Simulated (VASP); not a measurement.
# BaTiO3 (R3m) in VASP: single point with HSE06

Aim: the single point of BaTiO3 with HSE06.

Everything below comes from runs of VASP 6.6.1. Logs are shortened: lines on timing, memory, paths and dates and some standing lists are left out, and cuts for length are marked.

**1. The cell of the first run**

The structure is trigonal, space group R3m (No. 160). Conventional cell: a = 5.556 Å, b = 5.556 Å, c = 7.044 Å, α = 90.00°, β = 90.00°, γ = 120.00°. Ba (site symmetry 3m) has 12 O at 2.78 to 2.91 Å and 8 Ti at 3.39 to 3.60 Å within 3.7 Å. Within 2.5 Å of Ti (site symmetry 3m) lie 6 O at 1.88 to 2.10 Å. Within 2.5 Å of O (site symmetry m) lie 2 Ti at 1.88 to 2.10 Å.

**2. Single point, HSE06 (epitaxial xy strain -2.2%)**

File POSCAR:

```
BaTiO3
1.0
    2.7780863487      1.6039289013      2.3479795723
   -2.7780863487      1.6039289013      2.3479795723
    0.0000000000     -3.2078578026      2.3479795723
Ba Ti O
1 1 3
Direct
   -0.0017627534     -0.0017627534     -0.0017627534
    0.4871148670      0.4871148670      0.4871148670
    0.5096691229      0.5096691229      0.0145096407
    0.0145096407      0.5096691229      0.5096691229
    0.5096691229      0.0145096407      0.5096691229
```

File INCAR.step1:

```
SYSTEM = BaTiO3
PREC = Accurate
ENCUT = 520
EDIFF = 1E-5
ISMEAR = 0
SIGMA = 0.01
LREAL = .FALSE.
LASPH = .TRUE.
NELM = 60
ALGO = Normal
ISIF = 2
LWAVE = .TRUE.
NBANDS = 28
GGA = PE
```

File INCAR.step2:

```
SYSTEM = BaTiO3
PREC = Accurate
ENCUT = 520
EDIFF = 1E-6
ISMEAR = 0
SIGMA = 0.01
LREAL = .FALSE.
LASPH = .TRUE.
NELM = 60
ALGO = Normal
ISIF = 2
LWAVE = .FALSE.
LCHARG = .TRUE.
GGA = PE
LHFCALC = .TRUE.
HFSCREEN = 0.2079
PRECFOCK = Fast
LELF = .TRUE.
LVHAR = .TRUE.
NBANDS = 28
ISTART = 1
```

File KPOINTS:

```
Automatic mesh
0
G
  4 4 4
  0 0 0
```

Potentials or basis: VASP PAW PBE potentials, release 64 (Ba_sv, Ti_sv, O).

The run is started by

```
$ cat potpaw_PBE.64/Ba_sv/POTCAR potpaw_PBE.64/Ti_sv/POTCAR potpaw_PBE.64/O/POTCAR > POTCAR
$ cp INCAR.step1 INCAR
$ mpirun -np 1 vasp_std > vasp.out
$ cp INCAR.step2 INCAR
$ mpirun -np 1 vasp_std > vasp.out
```

OUTCAR:

```text
SYSTEM = BaTiO3
   PREC = Accurate
   ENCUT = 520
   EDIFF = 1E-6
   ISMEAR = 0
   LREAL = .FALSE.
   LASPH = .TRUE.
   NELM = 60
   ISIF = 2
   GGA = PE
   LHFCALC = .TRUE.
   HFSCREEN = 0.2079
   PRECFOCK = Fast
   ISTART = 1

 ion  position               nearest neighbor table
   1  0.998  0.998  0.998-   4 2.78   5 2.78   3 2.78   3 2.78   3 2.78   5 2.78   4 2.78   4 2.78
                             5 2.78   4 2.91   5 2.91   3 2.91   2 3.39   2 3.39   2 3.39   2 3.44
   2  0.487  0.487  0.487-   4 1.88   5 1.88   3 1.88   5 2.10   4 2.10   3 2.10   1 3.39   1 3.39
                             1 3.39   1 3.44   1 3.44   1 3.44   1 3.44   1 3.60
   3  0.510  0.510  0.015-   2 1.88   2 2.10   1 2.78   1 2.78   1 2.78   1 2.91
   4  0.015  0.510  0.510-   2 1.88   2 2.10   1 2.78   1 2.78   1 2.78   1 2.91
   5  0.510  0.015  0.510-   2 1.88   2 2.10   1 2.78   1 2.78   1 2.78   1 2.91

  LATTYP: Found a trigonal (rhomboedric) cell.
 ALAT       =     3.9753439792
 COS(alpha) =     0.0232755716

  Lattice vectors:

 A1 = (   2.7780863487,   1.6039289013,   2.3479795723)
 A2 = (  -2.7780863487,   1.6039289013,   2.3479795723)
 A3 = (   0.0000000000,  -3.2078578026,   2.3479795723)

Analysis of symmetry for initial positions (statically):
=====================================================================
 Subroutine PRICEL returns:
 Original cell was already a primitive cell.

 Routine SETGRP: Setting up the symmetry group for a
 trigonal (rhombohedral) supercell.

 Subroutine GETGRP returns: Found  6 space group operations
 (whereof  6 operations were pure point group operations)
 out of a pool of 12 trial point group operations.

The static configuration has the point symmetry C_3v.

Analysis of symmetry for dynamics (positions and initial velocities):
=====================================================================
 Subroutine PRICEL returns:
 Original cell was already a primitive cell.

 Routine SETGRP: Setting up the symmetry group for a
 trigonal (rhombohedral) supercell.

 Subroutine GETGRP returns: Found  6 space group operations
 (whereof  6 operations were pure point group operations)
 out of a pool of 12 trial point group operations.

The dynamic configuration has the point symmetry C_3v.

 Subroutine INISYM returns: Found  6 space group operations
 (whereof  6 operations are pure point group operations),
 and found     1 'primitive' translations

----------------------------------------------------------------------------------------

                                     Primitive cell

  volume of cell :      62.7735

  direct lattice vectors                    reciprocal lattice vectors
     2.778086349  1.603928901  2.347979572     0.179980007  0.103911505  0.141966028
    -2.778086349  1.603928901  2.347979572    -0.179980007  0.103911505  0.141966028
     0.000000000 -3.207857803  2.347979572     0.000000000 -0.207823011  0.141966028

  length of vectors
     3.975343979  3.975343979  3.975343979     0.251683843  0.251683843  0.251683843

  position of ions in fractional coordinates (direct lattice)
     0.998237247  0.998237247  0.998237247
     0.487114867  0.487114867  0.487114867
     0.509669123  0.509669123  0.014509641
     0.014509641  0.509669123  0.509669123
     0.509669123  0.014509641  0.509669123

  ion indices of the primitive-cell ions
   primitive index   ion index
                 1           1
                 2           2
                 3           3
                 4           4
                 5           5

----------------------------------------------------------------------------------------

 KPOINTS: Automatic mesh

Automatic generation of k-mesh.
 Grid dimensions read from file:
 generate k-points for:    4    4    4

 Generating k-lattice:

  Cartesian coordinates                     Fractional coordinates (reciprocal lattice)
     0.044995002  0.025977876  0.035491507     0.250000000 -0.000000000  0.000000000
    -0.044995002  0.025977876  0.035491507    -0.000000000  0.250000000  0.000000000
     0.000000000 -0.051955753  0.035491507     0.000000000  0.000000000  0.250000000

  Length of vectors
     0.062920961  0.062920961  0.062920961

  Shift w.r.t. Gamma in fractional coordinates (k-lattice)
     0.000000000  0.000000000  0.000000000

 Subroutine IBZKPT returns following result:
 ===========================================

 Found     13 irreducible k-points:

 Following reciprocal coordinates:
            Coordinates               Weight
  0.000000  0.000000  0.000000      1.000000
  0.250000 -0.000000  0.000000      6.000000
  0.500000 -0.000000  0.000000      3.000000
  0.250000  0.250000  0.000000      6.000000
  0.500000  0.250000 -0.000000     12.000000
 -0.250000  0.250000  0.000000      6.000000
  0.500000  0.500000  0.000000      3.000000
  0.250000  0.250000  0.250000      2.000000
  0.500000  0.250000  0.250000      6.000000
 -0.250000  0.250000  0.250000      6.000000
  0.500000  0.500000  0.250000      6.000000
 -0.250000  0.500000  0.250000      6.000000
  0.500000  0.500000  0.500000      1.000000
   k-points           NKPTS =     13   k-points in BZ     NKDIM =     64   number of bands    NBANDS=     28
   number of dos      NEDOS =    301   number of ions     NIONS =      5
   total plane-waves  NPLWV =  27000
   dimension x,y,z NGX =    30 NGY =   30 NGZ =   30
   dimension x,y,z NGXF=    60 NGYF=   60 NGZF=   60
   ions per type =               1   1   3
   NGX,Y,Z   is equivalent  to a cutoff of  12.55, 12.55, 12.55 a.u.
   NGXF,Y,Z  is equivalent  to a cutoff of  25.09, 25.09, 25.09 a.u.
 SYSTEM =  BaTiO3
   PREC   = accura    normal or accurate (medium, high low for compatibility)
   ISTART =      1    job   : 0-new  1-cont  2-samecut
   ICHARG =      0    charge: 1-file 2-atom 10-const
   ISPIN  =      1    spin polarized calculation?
   LNONCOLLINEAR =      F non collinear calculations
   LSORBIT =      F    spin-orbit coupling
   LASPH  =      T    aspherical Exc in radial PAW
   ENCUT  =  520.0 eV  38.22 Ry    6.18 a.u.   7.39  7.39  7.39*2*pi/ulx,y,z
   NELM   =     60;   NELMIN=  2; NELMDL=  0     # of ELM steps
   EDIFF  = 0.1E-05   stopping-criterion for ELM
   LREAL  =      F    real-space projection
   EDIFFG = 0.1E-04   stopping-criterion for IOM
   NSW    =      0    number of steps for IOM
   IBRION =     -1    ionic relax: 0-MD 1-quasi-New 2-CG
   NFREE  =      0    steps in history (QN), initial steepest desc. (CG)
   ISIF   =      2    stress and relaxation
   ISYM   =      3    0-nonsym 1-usesym 2-fastsym
   POTIM  = 0.5000    time-step for ionic-motion
   TEBEG  =    0.0;   TEEND  =   0.0 temperature during run
   PSTRESS=    0.0 pullay stress
   NELECT =      40.0000    total number of electrons
   NUPDOWN=      -1.0000    fix difference up-down
   EMIN   =  10.00;   EMAX   =-10.00  energy-range for DOS
   EFERMI =   0.00;   METHOD = LEGACY
   ISMEAR =     0;   SIGMA  =   0.01  broadening in eV -4-tet -1-fermi 0-gaus
   EFERMI_NEDOS =   21; number of points for ismear=-14 and -15
   IALGO  =     38    algorithm
   IMIX   =      1    mixing-type and parameters
     AMIX     =   0.40;   BMIX     =  1.00
     AMIX_MAG =   1.60;   BMIX_MAG =  1.00
  volume/ion in A,a.u.               =      12.55        84.72
  Fermi-wavevector in a.u.,A,eV,Ry     =   1.408757  2.662164 27.002064  1.984596
  Thomas-Fermi vector in A             =   2.530882
   LORBIT       =      0    0 simple, 1 ext, 2 COOP (PROOUT), +10 PAW based schemes
   GGA     = PE    functional components
   LHFCALC =     T    Hartree Fock is set to
   PRECFOCK=fast      Normal, Fast or Accurate (Low or Medium for compatibility)
   ENCUT4O =  -1.0   cutoff for four orbital integrals eV
   NKREDX  =     1    reduce k-point grid by
   NKREDY  =     1    reduce k-point grid by
   NKREDZ  =     1    reduce k-point grid by
   AEXX    =    0.2500 exact exchange contribution
   HFSCREEN=    0.2079 screening length (either q_TF or 0.3 A-1)
   HFSCREENC=   0.2079 screening length for correlation (either q_TF or 0.3 A-1)
   ENCUTFOCK=  -1.0 apply spherical cutoff to Coloumb kernel
   IVDW    =     0    specifies the selected vdW correction
   LEPSILON=     F    determine dielectric tensor
   LRPA    =     F    only Hartree local field effects (RPA)
 non-spin polarized calculation
 Gauss-broadening in eV      SIGMA  =   0.01
  energy-cutoff  :      520.00
  volume of cell :       62.77
 maximum number of plane-waves:      1731
 NGX is ok and might be reduce to    30
  NGX = 16; NGY = 16; NGZ = 16

 number of electron      40.0000002 magnetization

 Free energy of the ion-electron system (eV)
  ---------------------------------------------------
  ext. energy  EPLUGINS =         0.00000000
  ---------------------------------------------------
  free energy    TOTEN  =       -48.38016469 eV

  energy without entropy =      -48.38016469  energy(sigma->0) =      -48.38016469

 E-fermi :   3.0890     XC(G=0):  -9.3320

 val. band max:        2.9115722601   @ k =   0.5000   0.5000   0.5000
 cond. band min:       6.6083343406   @ k =   0.0000   0.0000   0.0000
 fundamental gap:      3.6967620806
 Fermi energy:         3.0890135654

 k-point     1 :       0.0000    0.0000    0.0000
  band No.  band energies     occupation
      1     -57.7159      2.00000
      2     -32.3245      2.00000
      3     -32.3245      2.00000
      4     -32.2922      2.00000
      5     -23.1633      2.00000
      6     -15.5978      2.00000
[... 20 lines left out ...]
     27       9.5625      0.00000
     28      12.1330      0.00000

 k-point     2 :       0.2500   -0.0000    0.0000
  band No.  band energies     occupation
      1     -57.7154      2.00000
      2     -32.3483      2.00000
      3     -32.3226      2.00000
      4     -32.2965      2.00000
      5     -23.0837      2.00000
      6     -15.6909      2.00000
[... 333 lines left out ...]
 k-point    13 :       0.5000    0.5000    0.5000
  band No.  band energies     occupation
      1     -57.7128      2.00000
      2     -32.3733      2.00000
      3     -32.3733      2.00000
      4     -32.3450      2.00000
      5     -22.8211      2.00000
      6     -14.7011      2.00000
[... 20 lines left out ...]
     27      13.0018      0.00000
     28      13.0018      0.00000

------------------------ aborting loop because EDIFF is reached ----------------------------------------

  FORCE on cell =-STRESS in cart. coord.  units (eV):
  Direction    XX          YY          ZZ          XY          YZ          ZX
  --------------------------------------------------------------------------------------
  -------------------------------------------------------------------------------------
  Total        2.9746558      2.9746558     -0.2195000      0.0000000      0.0000000     -0.0000000
  in kB       75.9225669     75.9225669     -5.6023308      0.0000000      0.0000000     -0.0000000
  external PRESSURE =      48.7476010 kB  Pullay stress =       0.0000000 kB

 VOLUME and BASIS-vectors are now :
 -----------------------------------------------------------------------------
  energy-cutoff  :      520.00
  volume of cell :       62.77
      direct lattice vectors                 reciprocal lattice vectors
     2.778086349  1.603928901  2.347979572     0.179980007  0.103911505  0.141966028
    -2.778086349  1.603928901  2.347979572    -0.179980007  0.103911505  0.141966028
     0.000000000 -3.207857803  2.347979572     0.000000000 -0.207823011  0.141966028

 POSITION                                       TOTAL-FORCE (eV/Angst)
 -----------------------------------------------------------------------------------
      0.00000      0.00000      7.03152         0.000000     -0.000000      0.010735
      0.00000      0.00000      3.43121         0.000000     -0.000000     -0.198098
      0.00000      1.58840      2.42745         0.000000     -0.108840      0.062454
     -1.37560     -0.79420      2.42745         0.094258      0.054420      0.062454
      1.37560     -0.79420      2.42745        -0.094258      0.054420      0.062454
 -----------------------------------------------------------------------------------
    total drift:                                0.000003     -0.000000     -0.013810

  FREE ENERGIE OF THE ION-ELECTRON SYSTEM (eV)
  ---------------------------------------------------
  free  energy   TOTEN  =       -48.3801646914 eV

  energy  without entropy=      -48.3801646914  energy(sigma->0) =      -48.38016469
```

Wall time 14 min (1 thread of Intel Xeon Platinum 8488C (Sapphire Rapids), shared host); peak memory 0.29 GiB.

What came out:

| Item | Value |
| --- | --- |
| Free energy | -48.3802 eV |
| Pressure | 4.9 GPa |
| Largest force | 0.198 eV/Å |
| Band gap on the k mesh | 3.70 eV (least direct gap 3.95 eV) |

Forces in eV/Å, atoms in the order of the input:
```
Ba   0.000  0.000  0.011
Ti   0.000  0.000 -0.198
O    0.000 -0.109  0.062
O    0.094  0.054  0.062
O   -0.094  0.054  0.062
```

Stress tensor (GPa, compression positive):
```
 7.59  0.00  0.00
 0.00  7.59  0.00
 0.00  0.00 -0.56
```

Caveat: the cell differs from its parent crystal (epitaxial xy strain -2.2%); the stress differs along the axes, from -1 to 8 GPa; the PAW data sets were made with another functional, which shifts forces and pressure a little; spin-orbit coupling is left out, which moves the levels of the heavy elements.
